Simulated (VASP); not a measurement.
# CoO (R-3m) in VASP: single point with PBEsol+U

Aim: the single point of CoO with PBEsol+U.

Program: VASP 6.6.1. These are calculated values, not measurements. Logs are shortened: lines on timing, memory, paths and dates and some standing lists are left out, and cuts for length are marked.

## Step 1: The cell of the first run

Symmetry: R-3m, No. 166, trigonal system. The conventional cell has a = 3.011 Å, b = 3.011 Å, c = 7.320 Å, α = 90.00°, β = 90.00°, γ = 120.00°. Co (site symmetry -3m) has 6 O at 2.12 Å within 2.8 Å. Within 2.8 Å of O (site symmetry -3m) lie 6 Co at 2.12 Å.

## Step 2: Single point, PBEsol+U, collinear spin, ferromagnetic start

The input, INCAR:

```
SYSTEM = CoO
PREC = Accurate ; ENCUT = 520
EDIFF = 1E-7 ; ISMEAR = 0
SIGMA = 0.05 ; LREAL = .False.
LASPH = .True. ; NELM = 150
ALGO = Normal ; ISIF = 2
LWAVE = .False. ; LCHARG = .False.
ISPIN = 2 ; MAGMOM = 3 1
LORBIT = 11 ; LMAXMIX = 4
LDAU = .True. ; LDAUTYPE = 2
LDAUL = 2 -1 ; LDAUU = 3 0
LDAUJ = 0 0 ; LDAUPRINT = 1
GGA = PS ; NBANDS = 18
```

The input, KPOINTS:

```
Automatic mesh
0
Gamma
  18 18 18
  0 0 0
```

The input, POSCAR:

```
CoO
1.0
    1.5054695445      0.8691832468      2.4399269062
   -1.5054695445      0.8691832468      2.4399269062
    0.0000000000     -1.7383664936      2.4399269062
Co O
1 1
Direct
    0.0000000000      0.0000000000      0.0000000000
    0.5000000000      0.5000000000      0.5000000000
```

Potentials or basis: VASP PAW PBE potentials, release 64 (Co, O).

On the command line:

```bash
$ cat potpaw_PBE.64/Co/POTCAR potpaw_PBE.64/O/POTCAR > POTCAR
$ mpirun -np 1 vasp_std > vasp.out
```

OUTCAR:

```text
SYSTEM = CoO
   PREC = Accurate
   ENCUT = 520
   EDIFF = 1E-7
   ISMEAR = 0
   LREAL = .False.
   LASPH = .True.
   NELM = 150
   ISIF = 2
   ISPIN = 2
   LORBIT = 11
   GGA = PS

 ion  position               nearest neighbor table
   1  0.000  0.000  0.000-   2 2.12   2 2.12   2 2.12   2 2.12   2 2.12   2 2.12
   2  0.500  0.500  0.500-   1 2.12   1 2.12   1 2.12   1 2.12   1 2.12   1 2.12

  LATTYP: Found a trigonal (rhomboedric) cell.
 ALAT       =     2.9958573687
 COS(alpha) =     0.4949531368

  Lattice vectors:

 A1 = (   1.5054695445,   0.8691832468,   2.4399269062)
 A2 = (  -1.5054695445,   0.8691832468,   2.4399269062)
 A3 = (   0.0000000000,  -1.7383664936,   2.4399269062)

Analysis of symmetry for initial positions (statically):
=====================================================================
 Subroutine PRICEL returns:
 Original cell was already a primitive cell.

 Routine SETGRP: Setting up the symmetry group for a
 trigonal (rhombohedral) supercell.

 Subroutine GETGRP returns: Found 12 space group operations
 (whereof 12 operations were pure point group operations)
 out of a pool of 12 trial point group operations.

The static configuration has the point symmetry D_3d.

Analysis of symmetry for dynamics (positions and initial velocities):
=====================================================================
 Subroutine PRICEL returns:
 Original cell was already a primitive cell.

 Routine SETGRP: Setting up the symmetry group for a
 trigonal (rhombohedral) supercell.

 Subroutine GETGRP returns: Found 12 space group operations
 (whereof 12 operations were pure point group operations)
 out of a pool of 12 trial point group operations.

The dynamic configuration has the point symmetry D_3d.

Analysis of structural, dynamic, and magnetic symmetry:
=====================================================================
 Subroutine PRICEL returns:
 Original cell was already a primitive cell.

 Routine SETGRP: Setting up the symmetry group for a
 trigonal (rhombohedral) supercell.
[... 166 lines left out ...]

 occupancies and eigenvectors

  o =  0.1397  v =  0.0000  0.0000  0.0000  0.0000  0.0000  0.3594  0.0000  0.0000 -0.9332 -0.0000      0.0000  0.0000  0.0000  0.0000  0.0000  0.0000  0.0000  0.0000  0.0000  0.0000
  o =  0.1397  v =  0.0000  0.0000  0.0000  0.0000  0.0000  0.0000 -0.9332 -0.0000 -0.0000  0.3594      0.0000  0.0000  0.0000  0.0000  0.0000  0.0000  0.0000  0.0000  0.0000  0.0000
  o =  0.5081  v =  0.0000  0.0000  0.0000  0.0000  0.0000  0.9332 -0.0000 -0.0000  0.3594 -0.0000      0.0000  0.0000  0.0000  0.0000  0.0000  0.0000  0.0000  0.0000  0.0000  0.0000
  o =  0.5081  v =  0.0000  0.0000  0.0000  0.0000  0.0000 -0.0000 -0.3594  0.0000  0.0000 -0.9332      0.0000  0.0000  0.0000  0.0000  0.0000  0.0000  0.0000  0.0000  0.0000  0.0000
  o =  0.9528  v =  0.0000  0.0000  0.0000  0.0000  0.0000  0.0000  0.0000  1.0000  0.0000  0.0000      0.0000  0.0000  0.0000  0.0000  0.0000  0.0000  0.0000  0.0000  0.0000  0.0000
  o =  0.9648  v =  0.0000  0.0000 -1.0000  0.0000  0.0000  0.0000  0.0000  0.0000  0.0000  0.0000      0.0000  0.0000  0.0000  0.0000  0.0000  0.0000  0.0000  0.0000  0.0000  0.0000
  o =  0.9674  v = -0.8144  0.0000  0.0000 -0.5803  0.0000  0.0000  0.0000  0.0000  0.0000  0.0000      0.0000  0.0000  0.0000  0.0000  0.0000  0.0000  0.0000  0.0000  0.0000  0.0000
  o =  0.9674  v =  0.0000  0.5803  0.0000  0.0000  0.8144  0.0000  0.0000  0.0000  0.0000  0.0000      0.0000  0.0000  0.0000  0.0000  0.0000  0.0000  0.0000  0.0000  0.0000  0.0000
  o =  1.0117  v = -0.5803 -0.0000  0.0000  0.8144  0.0000  0.0000  0.0000  0.0000  0.0000  0.0000      0.0000  0.0000  0.0000  0.0000  0.0000  0.0000  0.0000  0.0000  0.0000  0.0000
  o =  1.0117  v =  0.0000 -0.8144  0.0000 -0.0000  0.5803  0.0000  0.0000  0.0000  0.0000  0.0000      0.0000  0.0000  0.0000  0.0000  0.0000  0.0000  0.0000  0.0000  0.0000  0.0000

 number of electron      15.0000005 magnetization       2.9999617

 Free energy of the ion-electron system (eV)
  ---------------------------------------------------
  ext. energy  EPLUGINS =         0.00000000
  ---------------------------------------------------
  free energy    TOTEN  =       -12.48170964 eV

  energy without entropy =      -12.47974321  energy(sigma->0) =      -12.48072643

 E-fermi :   7.7192     XC(G=0): -12.6877

 val. band max:        7.7177839144   @ k =  -0.3889   0.2222   0.1667
 cond. band min:       7.7200417316   @ k =  -0.2222   0.1667   0.1111
 fundamental gap:      0.0022578171
 Fermi energy:         7.7192114807

 spin component 1

 k-point     1 :       0.0000    0.0000    0.0000
  band No.  band energies     occupation
      1     -12.1922      1.00000
      2       2.9806      1.00000
      3       2.9806      1.00000
      4       3.1168      1.00000
      5       3.1168      1.00000
      6       3.8209      1.00000
[... 1001 lines left out ...]
     17      35.2881      0.00000
     18      37.8915      0.00000

 [... further k-points ...]
[... 5 lines left out ...]
  --------------------------------------------------------------------------------------
  -------------------------------------------------------------------------------------
  Total       -0.8472047     -0.8472047     -1.0106856      0.0000000      0.0000000      0.0000000
  in kB      -70.8577857    -70.8577857    -84.5308530      0.0000000      0.0000000      0.0000000
  external PRESSURE =     -75.4154748 kB  Pullay stress =       0.0000000 kB

 VOLUME and BASIS-vectors are now :
 -----------------------------------------------------------------------------
  energy-cutoff  :      520.00
  volume of cell :       19.16
      direct lattice vectors                 reciprocal lattice vectors
     1.505469544  0.869183247  2.439926906     0.332122295  0.191750896  0.136616114
    -1.505469544  0.869183247  2.439926906    -0.332122295  0.191750896  0.136616114
     0.000000000 -1.738366494  2.439926906     0.000000000 -0.383501793  0.136616114

 POSITION                                       TOTAL-FORCE (eV/Angst)
 -----------------------------------------------------------------------------------
      0.00000      0.00000      0.00000         0.000000      0.000000      0.000000
      0.00000      0.00000      3.65989         0.000000      0.000000     -0.000000
 -----------------------------------------------------------------------------------
    total drift:                               -0.000000      0.000000     -0.000000

  FREE ENERGIE OF THE ION-ELECTRON SYSTEM (eV)
  ---------------------------------------------------
  free  energy   TOTEN  =       -12.4817096450 eV

  energy  without entropy=      -12.4797432117  energy(sigma->0) =      -12.48072643

 total charge

# of ion       s       p       d       tot
------------------------------------------
    1        0.304   0.374   7.146   7.825
    2        1.547   3.428   0.000   4.975
--------------------------------------------------
tot          1.851   3.802   7.146  12.800

 magnetization (x)

# of ion       s       p       d       tot
------------------------------------------
    1        0.020   0.017   2.674   2.711
    2        0.024   0.240   0.000   0.264
--------------------------------------------------
tot          0.044   0.257   2.674   2.975
```

OSZICAR:

```text
N       E                     dE             d eps       ncg     rms          rms(c)
DAV:   1     0.810823718637E+02    0.81082E+02   -0.68360E+03 43364   0.975E+02
DAV:   2    -0.888233636363E+01   -0.89965E+02   -0.77219E+02 44146   0.223E+02
DAV:   3    -0.140163830293E+02   -0.51340E+01   -0.50459E+01 47892   0.573E+01
[... 11 lines left out ...]
DAV:  15    -0.124817135713E+02   -0.11060E-02   -0.32463E-03 50616   0.389E-01    0.612E-02
DAV:  16    -0.124817020808E+02    0.11490E-04   -0.12496E-04 56384   0.122E-01    0.287E-02
DAV:  17    -0.124817072560E+02   -0.51752E-05   -0.99346E-06 54330   0.471E-02    0.113E-02
DAV:  18    -0.124817091297E+02   -0.18737E-05   -0.27253E-06 55954   0.234E-02    0.629E-03
DAV:  19    -0.124817095704E+02   -0.44072E-06   -0.25712E-06 51016   0.192E-02    0.172E-03
DAV:  20    -0.124817096450E+02   -0.74552E-07   -0.14028E-07 38734   0.704E-03
   1 F= -.12481710E+02 E0= -.12480726E+02  d E =-.196643E-02  mag=     3.0000
```

Wall time 15 min (1 thread of Oxide Virtual Turin-like, shared host); peak memory 0.37 GiB.

What came out:

* Free energy: -12.4817 eV
* Pressure: -7.5 GPa
* Band gap on the k mesh: zero (filled and empty bands overlap)
* Net moment: 3.00 μB per cell
* Site moments: Co +2.71; O +0.26 μB
* Valence electrons inside the program's atomic spheres: Co 7.83; O 4.97

Levels at points of the mesh, in eV from the Fermi level:
Spin up:
| k point | band 5 | band 6 | band 7 | band 8 | band 9 | band 10 | band 11 | band 12 | band 13 | band 14 |
| --- | --- | --- | --- | --- | --- | --- | --- | --- | --- | --- |
| (0.00, 0.00, 0.00) | -4.60 | -3.90 | -2.86 | -2.86 | -2.78 | 1.17 | 16.84 | 17.23 | 17.23 | 17.64 |
| (0.50, 0.00, 0.00) | -3.92 | -3.41 | -2.90 | -0.41 | -0.36 | 5.13 | 9.51 | 13.43 | 13.63 | 19.98 |
| (0.50, 0.50, 0.00) | -4.14 | -4.06 | -3.78 | -3.66 | -3.11 | 5.92 | 10.03 | 10.99 | 15.82 | 16.01 |
| (0.50, 0.50, 0.50) | -3.93 | -3.93 | -2.42 | -0.40 | -0.40 | 5.12 | 9.62 | 13.34 | 13.34 | 20.08 |
Spin down:
| k point | band 4 | band 5 | band 6 | band 7 | band 8 | band 9 |
| --- | --- | --- | --- | --- | --- | --- |
| (0.00, 0.00, 0.00) | -2.29 | -2.28 | -0.92 | -0.92 | 1.17 | 1.17 |
| (0.50, 0.00, 0.00) | -4.11 | -1.18 | 0.01 | 0.49 | 3.60 | 3.69 |
| (0.50, 0.50, 0.00) | -3.58 | -2.69 | -0.43 | 0.29 | 1.74 | 2.08 |
| (0.50, 0.50, 0.50) | -4.33 | -0.83 | 0.35 | 0.35 | 3.59 | 3.59 |

Eigenvalues of the final occupation matrices:
```
    site  spin  trace               eigenvalues
site 1 d     1   4.92  0.96 0.97 0.97 1.01 1.01
site 1 d     2   2.25  0.14 0.14 0.51 0.51 0.95
```

Caveat: the cell stands under tension; the PAW data sets were made with another functional, which shifts forces and pressure a little; a cell with one magnetic atom can't hold antiferromagnetic order, which such compounds often take. The state reached can hang on the start; a lower one may exist.
